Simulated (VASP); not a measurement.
# HfZrSe3 (R-3m) in VASP: single point with PBE

Aim: the single point of HfZrSe3 with PBE.

Everything below comes from runs of VASP 6.6.1. Logs are shortened: lines on timing, memory, paths and dates and some standing lists are left out, and cuts for length are marked.

### Step 1. The cell of the first run

Symmetry: R-3m, No. 166, trigonal system. Conventional cell: a = 7.057 Å, b = 7.057 Å, c = 9.049 Å, α = 90.00°, β = 90.00°, γ = 120.00°. Within 4.6 Å of Zr (site symmetry -3m) lie 12 Se at 3.53 to 3.64 Å and 8 Hf at 4.34 to 4.52 Å. Hf (site symmetry -3m) has 6 Se at 2.53 Å within 3.3 Å. Se (site symmetry 2/m) has 2 Hf at 2.53 Å within 3.3 Å.

### Step 2. Single point, PBE

INCAR reads:

```
SYSTEM = HfZrSe3
PREC     = Accurate       ! precision mode
ENCUT    = 500            ! plane-wave cutoff, eV
EDIFF    = 1E-6           ! SCF threshold, eV
ISMEAR   = 0              ! smearing method
SIGMA    = 0.15           ! smearing width, eV
LREAL    = .False.        ! projectors in reciprocal space
LASPH    = .True.         ! aspherical terms in the spheres
NELM     = 120            ! most SCF steps
ALGO     = Normal         ! electronic algorithm
ISIF     = 2              ! what is computed and relaxed
LWAVE    = .False.        ! write WAVECAR
LCHARG   = .True.         ! write CHGCAR
GGA      = PE             ! functional
LELF     = .True.         ! ELF
LVHAR    = .True.       
NBANDS   = 28             ! bands
GGA_COMPAT= .False.
```

KPOINTS reads:

```
Automatic mesh
0
Gamma
  3 3 3
  0 0 0
```

POSCAR reads:

```
HfZrSe3
1.0
    3.5283807066      2.0371115508      3.0164417099
   -3.5283807066      2.0371115508      3.0164417099
    0.0000000000     -4.0742231015      3.0164417099
Zr Hf Se
1 1 3
Direct
    0.5000000000      0.5000000000      0.5000000000
    0.0000000000      0.0000000000      0.0000000000
    0.0000000000      0.0000000000      0.5000000000
    0.5000000000      0.0000000000      0.0000000000
    0.0000000000      0.5000000000      0.0000000000
```

Potentials or basis: VASP PAW PBE potentials, release 64 (Zr_sv, Hf_pv, Se).

Launch:

```console
cat potpaw_PBE.64/Zr_sv/POTCAR potpaw_PBE.64/Hf_pv/POTCAR potpaw_PBE.64/Se/POTCAR > POTCAR
mpirun -np 1 vasp_std > vasp.out
```

OUTCAR:

```text
SYSTEM = HfZrSe3
   PREC = Accurate
   ENCUT = 500
   EDIFF = 1E-6
   ISMEAR = 0
   LREAL = .False.
   LASPH = .True.
   NELM = 120
   ISIF = 2
   GGA = PE

 ion  position               nearest neighbor table
   1  0.500  0.500  0.500-
   2  0.000  0.000  0.000-   3 2.53   3 2.53   5 2.53   4 2.53   5 2.53   4 2.53
   3  0.000  0.000  0.500-   2 2.53   2 2.53
   4  0.500  0.000  0.000-   2 2.53   2 2.53
   5  0.000  0.500  0.000-   2 2.53   2 2.53

  LATTYP: Found a trigonal (rhomboedric) cell.
 ALAT       =     5.0693406347
 COS(alpha) =     0.0311023028

  Lattice vectors:

 A1 = (   3.5283807066,   2.0371115508,   3.0164417099)
 A2 = (  -3.5283807066,   2.0371115508,   3.0164417099)
 A3 = (   0.0000000000,  -4.0742231015,   3.0164417099)

Analysis of symmetry for initial positions (statically):
=====================================================================
 Subroutine PRICEL returns:
 Original cell was already a primitive cell.

 Routine SETGRP: Setting up the symmetry group for a
 trigonal (rhombohedral) supercell.

 Subroutine GETGRP returns: Found 12 space group operations
 (whereof 12 operations were pure point group operations)
 out of a pool of 12 trial point group operations.

The static configuration has the point symmetry D_3d.

Analysis of symmetry for dynamics (positions and initial velocities):
=====================================================================
 Subroutine PRICEL returns:
 Original cell was already a primitive cell.

 Routine SETGRP: Setting up the symmetry group for a
 trigonal (rhombohedral) supercell.

 Subroutine GETGRP returns: Found 12 space group operations
 (whereof 12 operations were pure point group operations)
 out of a pool of 12 trial point group operations.

The dynamic configuration has the point symmetry D_3d.

 Subroutine INISYM returns: Found 12 space group operations
 (whereof 12 operations are pure point group operations),
 and found     1 'primitive' translations

----------------------------------------------------------------------------------------

                                     Primitive cell

  volume of cell :     130.0878

  direct lattice vectors                    reciprocal lattice vectors
     3.528380707  2.037111551  3.016441710     0.141708064  0.081815189  0.110505478
    -3.528380707  2.037111551  3.016441710    -0.141708064  0.081815189  0.110505478
     0.000000000 -4.074223102  3.016441710     0.000000000 -0.163630378  0.110505478

  length of vectors
     5.069340635  5.069340635  5.069340635     0.197449643  0.197449643  0.197449643

  position of ions in fractional coordinates (direct lattice)
     0.500000000  0.500000000  0.500000000
     0.000000000  0.000000000  0.000000000
     0.000000000  0.000000000  0.500000000
     0.500000000  0.000000000  1.000000000
     0.000000000  0.500000000  1.000000000

  ion indices of the primitive-cell ions
   primitive index   ion index
                 1           1
                 2           2
                 3           3
                 4           4
                 5           5

----------------------------------------------------------------------------------------

 KPOINTS: Automatic mesh

Automatic generation of k-mesh.
 Grid dimensions read from file:
 generate k-points for:    3    3    3

 Generating k-lattice:

  Cartesian coordinates                     Fractional coordinates (reciprocal lattice)
     0.047236021  0.027271730  0.036835159     0.333333333  0.000000000 -0.000000000
    -0.047236021  0.027271730  0.036835159     0.000000000  0.333333333 -0.000000000
     0.000000000 -0.054543459  0.036835159     0.000000000  0.000000000  0.333333333

  Length of vectors
     0.065816548  0.065816548  0.065816548

  Shift w.r.t. Gamma in fractional coordinates (k-lattice)
     0.000000000  0.000000000  0.000000000

 Subroutine IBZKPT returns following result:
 ===========================================

 Found      6 irreducible k-points:

 Following reciprocal coordinates:
            Coordinates               Weight
  0.000000  0.000000  0.000000      1.000000
  0.333333  0.000000  0.000000      6.000000
  0.333333  0.333333  0.000000      6.000000
 -0.333333  0.333333  0.000000      6.000000
  0.333333  0.333333  0.333333      2.000000
 -0.333333  0.333333  0.333333      6.000000
   k-points           NKPTS =      6   k-points in BZ     NKDIM =      6   number of bands    NBANDS=     28
   number of dos      NEDOS =    301   number of ions     NIONS =      5
   total plane-waves  NPLWV =  64000
   dimension x,y,z NGX =    40 NGY =   40 NGZ =   40
   dimension x,y,z NGXF=    80 NGYF=   80 NGZF=   80
   ions per type =               1   1   3
   NGX,Y,Z   is equivalent  to a cutoff of  13.12, 13.12, 13.12 a.u.
   NGXF,Y,Z  is equivalent  to a cutoff of  26.24, 26.24, 26.24 a.u.
 SYSTEM =  HfZrSe3
   PREC   = accura    normal or accurate (medium, high low for compatibility)
   ISTART =      0    job   : 0-new  1-cont  2-samecut
   ICHARG =      2    charge: 1-file 2-atom 10-const
   ISPIN  =      1    spin polarized calculation?
   LNONCOLLINEAR =      F non collinear calculations
   LSORBIT =      F    spin-orbit coupling
   LASPH  =      T    aspherical Exc in radial PAW
   ENCUT  =  500.0 eV  36.75 Ry    6.06 a.u.   9.24  9.24  9.24*2*pi/ulx,y,z
   NELM   =    120;   NELMIN=  2; NELMDL= -5     # of ELM steps
   EDIFF  = 0.1E-05   stopping-criterion for ELM
   LREAL  =      F    real-space projection
   EDIFFG = 0.1E-04   stopping-criterion for IOM
   NSW    =      0    number of steps for IOM
   IBRION =     -1    ionic relax: 0-MD 1-quasi-New 2-CG
   NFREE  =      0    steps in history (QN), initial steepest desc. (CG)
   ISIF   =      2    stress and relaxation
   ISYM   =      2    0-nonsym 1-usesym 2-fastsym
   POTIM  = 0.5000    time-step for ionic-motion
   TEBEG  =    0.0;   TEEND  =   0.0 temperature during run
   PSTRESS=    0.0 pullay stress
   NELECT =      40.0000    total number of electrons
   NUPDOWN=      -1.0000    fix difference up-down
   EMIN   =  10.00;   EMAX   =-10.00  energy-range for DOS
   EFERMI =   0.00;   METHOD = LEGACY
   ISMEAR =     0;   SIGMA  =   0.15  broadening in eV -4-tet -1-fermi 0-gaus
   EFERMI_NEDOS =   21; number of points for ismear=-14 and -15
   IALGO  =     38    algorithm
   IMIX   =      4    mixing-type and parameters
     AMIX     =   0.40;   BMIX     =  1.00
     AMIX_MAG =   1.60;   BMIX_MAG =  1.00
  volume/ion in A,a.u.               =      26.02       175.58
  Fermi-wavevector in a.u.,A,eV,Ry     =   1.104967  2.088085 16.612065  1.220952
  Thomas-Fermi vector in A             =   2.241447
   LORBIT       =      0    0 simple, 1 ext, 2 COOP (PROOUT), +10 PAW based schemes
   GGA     = PE    functional components
   LHFCALC =     F    Hartree Fock is set to
   AEXX    =    0.0000 exact exchange contribution
   IVDW    =     0    specifies the selected vdW correction
   LEPSILON=     F    determine dielectric tensor
   LRPA    =     F    only Hartree local field effects (RPA)
 non-spin polarized calculation
 Gauss-broadening in eV      SIGMA  =   0.15
  energy-cutoff  :      500.00
  volume of cell :      130.09
 maximum number of plane-waves:      3315
 NGX is ok and might be reduce to    40
   NGX = 19   NGY = 19   NGZ = 19

 number of electron      39.9999998 magnetization

 Free energy of the ion-electron system (eV)
  ---------------------------------------------------
  ext. energy  EPLUGINS =         0.00000000
  ---------------------------------------------------
  free energy    TOTEN  =       -30.44802457 eV

  energy without entropy =      -30.34672494  energy(sigma->0) =      -30.39737476

 E-fermi :   4.9248     XC(G=0):  -9.6699

 val. band max:        4.9205590494   @ k =  -0.3333   0.3333   0.3333
 cond. band min:       4.9343012399   @ k =   0.3333   0.0000   0.0000
 fundamental gap:      0.0137421906
 Fermi energy:         4.9247593646

 k-point     1 :       0.0000    0.0000    0.0000
  band No.  band energies     occupation
      1     -46.0888      2.00000
      2     -26.7299      2.00000
      3     -26.7299      2.00000
      4     -26.7242      2.00000
      5     -24.0419      2.00000
      6     -24.0072      2.00000
[... 20 lines left out ...]
     27       5.7942      0.00000
     28       5.7942      0.00000

 k-point     2 :       0.3333    0.0000    0.0000
  band No.  band energies     occupation
      1     -46.0888      2.00000
      2     -26.7343      2.00000
      3     -26.7295      2.00000
      4     -26.7249      2.00000
      5     -24.0425      2.00000
      6     -24.0084      2.00000
[... 20 lines left out ...]
     27       6.9670      0.00000
     28       6.9799      0.00000

 k-point     3 :       0.3333    0.3333    0.0000
  band No.  band energies     occupation
      1     -46.0887      2.00000
      2     -26.7349      2.00000
      3     -26.7327      2.00000
      4     -26.7260      2.00000
      5     -24.0430      2.00000
      6     -24.0087      2.00000
[... 20 lines left out ...]
     27       7.0739      0.00000
     28       7.7801      0.00000

 k-point     4 :      -0.3333    0.3333    0.0000
  band No.  band energies     occupation
      1     -46.0887      2.00000
      2     -26.7349      2.00000
      3     -26.7327      2.00000
      4     -26.7260      2.00000
      5     -24.0429      2.00000
      6     -24.0088      2.00000
[... 20 lines left out ...]
     27       7.0258      0.00000
     28       7.7742      0.00000

 k-point     5 :       0.3333    0.3333    0.3333
  band No.  band energies     occupation
      1     -46.0887      2.00000
      2     -26.7345      2.00000
      3     -26.7345      2.00000
      4     -26.7294      2.00000
      5     -24.0434      2.00000
      6     -24.0086      2.00000
[... 20 lines left out ...]
     27       7.3314      0.00000
     28       7.3314      0.00000

 k-point     6 :      -0.3333    0.3333    0.3333
  band No.  band energies     occupation
      1     -46.0887      2.00000
      2     -26.7345      2.00000
      3     -26.7345      2.00000
      4     -26.7294      2.00000
      5     -24.0434      2.00000
      6     -24.0086      2.00000
[... 20 lines left out ...]
     27       7.2967      0.00000
     28       7.3451      0.00000

------------------------ aborting loop because EDIFF is reached ----------------------------------------

  FORCE on cell =-STRESS in cart. coord.  units (eV):
  Direction    XX          YY          ZZ          XY          YZ          ZX
  --------------------------------------------------------------------------------------
  -------------------------------------------------------------------------------------
  Total        0.4718726      0.4718726     -0.0184504      0.0000000     -0.0000000      0.0000000
  in kB        5.8116426      5.8116426     -0.2272370      0.0000000     -0.0000000      0.0000000
  external PRESSURE =       3.7986828 kB  Pullay stress =       0.0000000 kB

 VOLUME and BASIS-vectors are now :
 -----------------------------------------------------------------------------
  energy-cutoff  :      500.00
  volume of cell :      130.09
      direct lattice vectors                 reciprocal lattice vectors
     3.528380707  2.037111551  3.016441710     0.141708064  0.081815189  0.110505478
    -3.528380707  2.037111551  3.016441710    -0.141708064  0.081815189  0.110505478
     0.000000000 -4.074223102  3.016441710     0.000000000 -0.163630378  0.110505478

 POSITION                                       TOTAL-FORCE (eV/Angst)
 -----------------------------------------------------------------------------------
      0.00000      0.00000      4.52466         0.000000     -0.000000     -0.000000
      0.00000      0.00000      0.00000        -0.000000      0.000000      0.000000
      0.00000     -2.03711      1.50822        -0.000000      0.000000      0.000000
      1.76419      1.01856      1.50822        -0.000000      0.000000      0.000000
     -1.76419      1.01856      1.50822        -0.000000      0.000000      0.000000
 -----------------------------------------------------------------------------------
    total drift:                               -0.000000      0.000000      0.000000

  FREE ENERGIE OF THE ION-ELECTRON SYSTEM (eV)
  ---------------------------------------------------
  free  energy   TOTEN  =       -30.4480245732 eV

  energy  without entropy=      -30.3467249437  energy(sigma->0) =      -30.39737476
```

Wall time 60 s (1 thread of Intel Xeon 8259CL, shared host); peak memory 0.25 GiB.

What came out:

```
Free energy            : -30.4480 eV
Pressure               : 0.4 GPa
Band gap on the k mesh : zero (band 20 reaches 4.95 eV, above the bottom of band 21 at 4.11 eV)
```

Caveat: the k points lie up to 0.41 Å⁻¹ apart; spin-orbit coupling is left out, which moves the levels of the heavy elements.
